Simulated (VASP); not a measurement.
# Pd (I4_1/amd) in VASP: further runs

Pd is run at these levels: PBE; tasks: single point.

Program: VASP 6.6.1. These are calculated values, not measurements. Logs are shortened: lines on timing, memory, paths and dates and some standing lists are left out, and cuts for length are marked.

## 1. The cell of the first run

The structure is tetragonal, space group I4_1/amd (No. 141). Conventional cell: a = 4.342 Å, b = 4.342 Å, c = 2.331 Å, α = 90.00°, β = 90.00°, γ = 90.00°. Within 3.0 Å of Pd (site symmetry -4m2) lie 10 Pd at 2.25 to 2.79 Å.

## 2. Single point, PBE (10.99 Å³/atom)

INCAR reads:

```
ALGO = Normal
EDIFF = 1E-6
ENCUT = 520
GGA = PE
ISIF = 2
ISMEAR = -1
LASPH = T
LCHARG = F
LREAL = F
LWAVE = F
NBANDS = 17
NELM = 60
PREC = Accurate
SIGMA = 0.05
```

KPOINTS reads:

```
k-points
0
Gamma
  16 16 16
```

POSCAR reads:

```
Pd
1.0
   -2.1708082487      2.1708082487      1.1656364151
    2.1708082487     -2.1708082487      1.1656364151
    2.1708082487      2.1708082487     -1.1656364151
Pd
2
Direct
   -0.3750000000     -0.1250000000     -0.2500000000
    0.3750000000      0.1250000000      0.2500000000
```

Potentials or basis: VASP PAW PBE potentials, release 64 (Pd).

Started as:

```
cat potpaw_PBE.64/Pd/POTCAR > POTCAR
mpirun -np 1 vasp_std > vasp.out
```

OUTCAR:

```text
EDIFF = 1E-6
   ENCUT = 520
   GGA = PE
   ISIF = 2
   ISMEAR = -1
   LASPH = T
   LREAL = F
   NELM = 60
   PREC = Accurate

 ion  position               nearest neighbor table
   1  0.625  0.875  0.750-   2 2.25   2 2.25   2 2.25   2 2.25   2 2.79   2 2.79   2 2.79   2 2.79

   2  0.375  0.125  0.250-   1 2.25   1 2.25   1 2.25   1 2.25   1 2.79   1 2.79   1 2.79   1 2.79

  LATTYP: Found a body centered tetragonal cell.
 ALAT       =     4.3416164974
 C/A-ratio  =     0.5369596397

  Lattice vectors:

 A1 = (  -2.1708082487,   2.1708082487,   1.1656364151)
 A2 = (   2.1708082487,  -2.1708082487,   1.1656364151)
 A3 = (   2.1708082487,   2.1708082487,  -1.1656364151)

Analysis of symmetry for initial positions (statically):
=====================================================================
 Subroutine PRICEL returns:
 Original cell was already a primitive cell.

 Routine SETGRP: Setting up the symmetry group for a
 body centered tetragonal supercell.

 Subroutine GETGRP returns: Found 16 space group operations
 (whereof  4 operations were pure point group operations)
 out of a pool of 16 trial point group operations.

The static configuration has the point symmetry C_2h.
 The point group associated with its full space group is D_4h.

Analysis of symmetry for dynamics (positions and initial velocities):
=====================================================================
 Subroutine PRICEL returns:
 Original cell was already a primitive cell.

 Routine SETGRP: Setting up the symmetry group for a
 body centered tetragonal supercell.

 Subroutine GETGRP returns: Found 16 space group operations
 (whereof  4 operations were pure point group operations)
 out of a pool of 16 trial point group operations.

The dynamic configuration has the point symmetry C_2h.
 The point group associated with its full space group is D_4h.

 Subroutine INISYM returns: Found 16 space group operations
 (whereof  4 operations are pure point group operations),
 and found     1 'primitive' translations

----------------------------------------------------------------------------------------

                                     Primitive cell

  volume of cell :      21.9718

  direct lattice vectors                    reciprocal lattice vectors
    -2.170808249  2.170808249  1.165636415     0.000000000  0.230328957  0.428950223
     2.170808249 -2.170808249  1.165636415     0.230328957  0.000000000  0.428950223
     2.170808249  2.170808249 -1.165636415     0.230328957  0.230328957  0.000000000

  length of vectors
     3.283827821  3.283827821  3.283827821     0.486877523  0.486877523  0.325734335

  position of ions in fractional coordinates (direct lattice)
     0.625000000  0.875000000  0.750000000
     0.375000000  0.125000000  0.250000000

  ion indices of the primitive-cell ions
   primitive index   ion index
                 1           1
                 2           2

----------------------------------------------------------------------------------------

 KPOINTS: k-points

Automatic generation of k-mesh.
 Grid dimensions read from file:
 generate k-points for:   16   16   16

 Generating k-lattice:

  Cartesian coordinates                     Fractional coordinates (reciprocal lattice)
     0.000000000  0.014395560  0.026809389     0.062500000  0.000000000 -0.000000000
     0.014395560  0.000000000  0.026809389     0.000000000  0.062500000 -0.000000000
     0.014395560  0.014395560  0.000000000     0.000000000  0.000000000  0.062500000

  Length of vectors
     0.030429845  0.030429845  0.020358396

  Shift w.r.t. Gamma in fractional coordinates (k-lattice)
     0.000000000  0.000000000  0.000000000

 Subroutine IBZKPT returns following result:
 ===========================================

 Found    349 irreducible k-points:

 Following reciprocal coordinates:
            Coordinates               Weight
  0.000000  0.000000  0.000000      1.000000
  0.062500  0.000000 -0.000000      8.000000
  0.125000  0.000000 -0.000000      8.000000
  0.187500  0.000000 -0.000000      8.000000
  0.250000  0.000000 -0.000000      8.000000
  0.312500  0.000000 -0.000000      8.000000
[... 16 lines left out ...]
 -0.125000  0.062500  0.000000     16.000000
 -0.062500  0.062500  0.000000      4.000000
 [... further k-points ...]
   k-points           NKPTS =    349   k-points in BZ     NKDIM =    349   number of bands    NBANDS=     17
   number of dos      NEDOS =    301   number of ions     NIONS =      2
   total plane-waves  NPLWV =  13824
   dimension x,y,z NGX =    24 NGY =   24 NGZ =   24
   dimension x,y,z NGXF=    48 NGYF=   48 NGZF=   48
   ions per type =               2
   NGX,Y,Z   is equivalent  to a cutoff of  12.15, 12.15, 12.15 a.u.
   NGXF,Y,Z  is equivalent  to a cutoff of  24.30, 24.30, 24.30 a.u.
 SYSTEM =  unknown system
   PREC   = accura    normal or accurate (medium, high low for compatibility)
   ISTART =      0    job   : 0-new  1-cont  2-samecut
   ICHARG =      2    charge: 1-file 2-atom 10-const
   ISPIN  =      1    spin polarized calculation?
   LNONCOLLINEAR =      F non collinear calculations
   LSORBIT =      F    spin-orbit coupling
   LASPH  =      T    aspherical Exc in radial PAW
   ENCUT  =  520.0 eV  38.22 Ry    6.18 a.u.   6.11  6.11  6.11*2*pi/ulx,y,z
   NELM   =     60;   NELMIN=  2; NELMDL= -5     # of ELM steps
   EDIFF  = 0.1E-05   stopping-criterion for ELM
   LREAL  =      F    real-space projection
   EDIFFG = 0.1E-04   stopping-criterion for IOM
   NSW    =      0    number of steps for IOM
   IBRION =     -1    ionic relax: 0-MD 1-quasi-New 2-CG
   NFREE  =      0    steps in history (QN), initial steepest desc. (CG)
   ISIF   =      2    stress and relaxation
   ISYM   =      2    0-nonsym 1-usesym 2-fastsym
   POTIM  = 0.5000    time-step for ionic-motion
   TEBEG  =    0.0;   TEEND  =   0.0 temperature during run
   PSTRESS=    0.0 pullay stress
   NELECT =      20.0000    total number of electrons
   NUPDOWN=      -1.0000    fix difference up-down
   EMIN   =  10.00;   EMAX   =-10.00  energy-range for DOS
   EFERMI =   0.00;   METHOD = LEGACY
   ISMEAR =    -1;   SIGMA  =   0.05  broadening in eV -4-tet -1-fermi 0-gaus
   EFERMI_NEDOS =   21; number of points for ismear=-14 and -15
   IALGO  =     38    algorithm
   IMIX   =      4    mixing-type and parameters
     AMIX     =   0.40;   BMIX     =  1.00
     AMIX_MAG =   1.60;   BMIX_MAG =  1.00
  volume/ion in A,a.u.               =      10.99        74.14
  Fermi-wavevector in a.u.,A,eV,Ry     =   1.586583  2.998207 34.249210  2.517246
  Thomas-Fermi vector in A             =   2.685872
   LORBIT       =      0    0 simple, 1 ext, 2 COOP (PROOUT), +10 PAW based schemes
   GGA     = PE    functional components
[... 5 lines left out ...]
 non-spin polarized calculation
  energy-cutoff  :      520.00
  volume of cell :       21.97
 maximum number of plane-waves:       608
   NGX = 13   NGY = 13   NGZ = 13

 number of electron      20.0000001 magnetization

 Free energy of the ion-electron system (eV)
  ---------------------------------------------------
  ext. energy  EPLUGINS =         0.00000000
  ---------------------------------------------------
  free energy    TOTEN  =        -5.46757311 eV

  energy without entropy =       -5.45538074  energy(sigma->0) =       -5.46147693

 E-fermi :  16.0479     XC(G=0): -15.0213

 val. band max:       16.0463645282   @ k =   0.2500   0.2500   0.2500
 cond. band min:      16.0498705777   @ k =  -0.1875   0.3125   0.0625
 fundamental gap:      0.0035060495
 Fermi energy:        16.0479314441

 k-point     1 :       0.0000    0.0000    0.0000
  band No.  band energies     occupation
      1       6.2166      2.00000
      2       6.6664      2.00000
      3       8.0173      2.00000
      4       8.9569      2.00000
      5       9.4126      2.00000
      6      13.8894      2.00000
[... 9 lines left out ...]
     16      35.4295      0.00000
     17      36.3115      0.00000

 k-point     2 :       0.0625    0.0000   -0.0000
  band No.  band energies     occupation
      1       6.4044      2.00000
      2       6.7646      2.00000
      3       8.0563      2.00000
      4       9.1717      2.00000
      5       9.5421      2.00000
      6      13.1653      2.00000
[... 9 lines left out ...]
     16      35.7677      0.00000
     17      36.2899      0.00000

 k-point     3 :       0.1250    0.0000   -0.0000
  band No.  band energies     occupation
      1       6.9273      2.00000
      2       7.0481      2.00000
      3       8.1936      2.00000
      4       9.7185      2.00000
      5       9.9250      2.00000
      6      12.2008      2.00000
[... 9 lines left out ...]
     16      36.2617      0.00000
     17      36.6818      0.00000

 k-point     4 :       0.1875    0.0000   -0.0000
  band No.  band energies     occupation
      1       7.4730      2.00000
      2       7.6431      2.00000
      3       8.4023      2.00000
      4      10.1587      2.00000
      5      10.6724      2.00000
      6      11.2360      2.00000
[... 9 lines left out ...]
     16      35.9304      0.00000
     17      36.8331      0.00000

 k-point     5 :       0.2500    0.0000   -0.0000
  band No.  band energies     occupation
      1       7.9173      2.00000
      2       8.2522      2.00000
      3       8.5391      2.00000
      4      10.4485      2.00000
      5      10.4960      2.00000
      6      11.3625      2.00000
[... 9 lines left out ...]
     16      35.2818      0.00000
     17      36.3977      0.00000

 k-point     6 :       0.3125    0.0000   -0.0000
  band No.  band energies     occupation
      1       8.0953      2.00000
      2       8.1832      2.00000
      3       8.9067      2.00000
      4      10.3000      2.00000
      5      10.4837      2.00000
      6      11.8412      2.00000
[... 9 lines left out ...]
     16      34.7192      0.00000
     17      35.9251      0.00000

 k-point     7 :       0.3750    0.0000   -0.0000
  band No.  band energies     occupation
      1       7.9036      2.00000
      2       7.9384      2.00000
      3       9.2382      2.00000
      4      10.0038      2.00000
      5      10.7211      2.00000
      6      12.5091      2.00000
[... 9 lines left out ...]
     16      34.0700      0.00000
     17      35.0283      0.00000

 k-point     8 :       0.4375    0.0000    0.0000
  band No.  band energies     occupation
      1       7.6669      2.00000
      2       7.7982      2.00000
      3       9.2117      2.00000
      4       9.8037      2.00000
      5      11.3226      2.00000
      6      12.2268      2.00000
[... 9 lines left out ...]
     16      33.5129      0.00000
     17      34.5494      0.00000
[... 203 lines left out ...]
      1       8.0610      2.00000
      2       8.2692      2.00000
      3       9.0445      2.00000
      4      10.1600      2.00000
      5      10.7833      2.00000
      6      12.0070      2.00000
[... 9 lines left out ...]
     16      34.1535      0.00000
     17      36.0544      0.00000

 k-point    20 :      -0.3125    0.0625    0.0000
  band No.  band energies     occupation
      1       8.0317      2.00000
      2       8.3665      2.00000
      3       8.6698      2.00000
      4      10.3771      2.00000
      5      10.7555      2.00000
      6      11.3147      2.00000
[... 9 lines left out ...]
     16      34.6411      0.00000
     17      36.5219      0.00000

 k-point    21 :      -0.2500    0.0625    0.0000
  band No.  band energies     occupation
      1       7.6637      2.00000
      2       7.8520      2.00000
      3       8.5499      2.00000
      4      10.0056      2.00000
      5      10.4927      2.00000
      6      11.4908      2.00000
[... 9 lines left out ...]
     16      35.2800      0.00000
     17      37.0924      0.00000

 k-point    22 :      -0.1875    0.0625    0.0000
  band No.  band energies     occupation
      1       7.1416      2.00000
      2       7.2267      2.00000
      3       8.3288      2.00000
      4       9.5833      2.00000
      5       9.8404      2.00000
      6      12.3228      2.00000
[... 9 lines left out ...]
     16      36.4792      0.00000
     17      36.6102      0.00000

 k-point    23 :      -0.1250    0.0625    0.0000
  band No.  band energies     occupation
      1       6.5635      2.00000
      2       6.8943      2.00000
      3       8.1481      2.00000
      4       9.1182      2.00000
      5       9.4891      2.00000
      6      13.2280      2.00000
[... 9 lines left out ...]
     16      35.7050      0.00000
     17      36.5109      0.00000

 k-point    24 :      -0.0625    0.0625    0.0000
  band No.  band energies     occupation
      1       6.2985      2.00000
      2       6.7329      2.00000
      3       8.0634      2.00000
      4       8.9335      2.00000
      5       9.3893      2.00000
      6      13.8858      2.00000
[... 9 lines left out ...]
     16      35.3321      0.00000
     17      36.4201      0.00000

 [... further k-points ...]

------------------------ aborting loop because EDIFF is reached ----------------------------------------

  FORCE on cell =-STRESS in cart. coord.  units (eV):
  Direction    XX          YY          ZZ          XY          YZ          ZX
  --------------------------------------------------------------------------------------
  -------------------------------------------------------------------------------------
  Total       24.7021183     24.7021183     25.0179084      0.0000000      0.0000000      0.0000000
  in kB     1801.2697509   1801.2697509   1824.2970553      0.0000000      0.0000000      0.0000000
  external PRESSURE =    1808.9455190 kB  Pullay stress =       0.0000000 kB

 VOLUME and BASIS-vectors are now :
 -----------------------------------------------------------------------------
  energy-cutoff  :      520.00
  volume of cell :       21.97
      direct lattice vectors                 reciprocal lattice vectors
    -2.170808249  2.170808249  1.165636415     0.000000000  0.230328957  0.428950223
     2.170808249 -2.170808249  1.165636415     0.230328957  0.000000000  0.428950223
     2.170808249  2.170808249 -1.165636415     0.230328957  0.230328957  0.000000000

 POSITION                                       TOTAL-FORCE (eV/Angst)
 -----------------------------------------------------------------------------------
      2.17081      1.08540      0.87423        -0.000000     -0.000000      0.000000
      0.00000      1.08540      0.29141         0.000000      0.000000     -0.000000
 -----------------------------------------------------------------------------------
    total drift:                               -0.000000      0.000000      0.000000

  FREE ENERGIE OF THE ION-ELECTRON SYSTEM (eV)
  ---------------------------------------------------
  free  energy   TOTEN  =        -5.4675731123 eV

  energy  without entropy=       -5.4553807428  energy(sigma->0) =       -5.46147693
```

Wall time 86 s (1 thread of AMD EPYC 7R43 (Zen 3), shared host); peak memory 0.19 GiB.

What came out:

```yaml
Free_energy: -5.4676 eV
Pressure: 180.9 GPa
Band_gap_on_the_k_mesh: zero (bands 10 and 11 overlap by 2.39 eV)
```

Caveat: the cell stands under pressure.

(Continued in part 2 of 2.)
